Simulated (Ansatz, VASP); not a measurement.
Sc: VASP beside Ansatz

File INCAR:

```
ALGO = Normal
EDIFF = 1E-8
ENCUT = 400
GGA = PE
GGA_COMPAT = False
ISIF = 2
ISMEAR = -1
LASPH = True
LCHARG = False
LEFG = True
LREAL = False
LWAVE = False
NBANDS = 12
NELM = 120
PREC = Accurate
SIGMA = 0.05
```

KPOINTS

```
k-points
0
Gamma
  13 13 13
```

The input POSCAR:

```
Sc
1.0
   -1.8509024239      1.8509024239      1.8509024239
    1.8509024239     -1.8509024239      1.8509024239
    1.8509024239      1.8509024239     -1.8509024239
Sc
1
Direct
    0.0000000000      0.0000000000      0.0000000000
```

Input for Ansatz:

```yaml
crystal:
  lattice:
    - [-1.8509024239, 1.8509024239, 1.8509024239]
    - [1.8509024239, -1.8509024239, 1.8509024239]
    - [1.8509024239, 1.8509024239, -1.8509024239]
  atoms:
    - { symbol: Sc, position: [0.0, 0.0, 0.0] }
kpoints:
  mp_grid: { grid: [13, 13, 13] }
scf:
  occupations: { method: fermi_dirac, width: 0.05 }
hamiltonian:
  xc: pbe
  pseudopotentials: { kind: paw }
output:
  forces: true
  stress: true
  eigenvalues: true
  efg: { contact_densities: true }
```

Change from the starting cell: volume scaled by 1.02, PAW files.

Alike in both runs: task electric field gradients; functional PBE; k mesh 13 × 13 × 13; occupations fermi-dirac, width 0.05 eV; no spin polarisation.

|  | VASP | Ansatz |
| --- | --- | --- |
| version | VASP 6.6.1 | Ansatz 0.2.0 |
| potentials or method | VASP PAW PBE potentials, release 64 (Sc_sv) | PAW with Ansatz's default frozen-core files, scalar-relativistic |
| plane-wave cutoff (eV) | 400 | 420 |
| valence electrons in the cell | 11 | 11 |

Ansatz gave:

- pressure (GPa): -1.0

Problem. Which values does VASP return?

Solution. Pressure (GPa): -1.1.
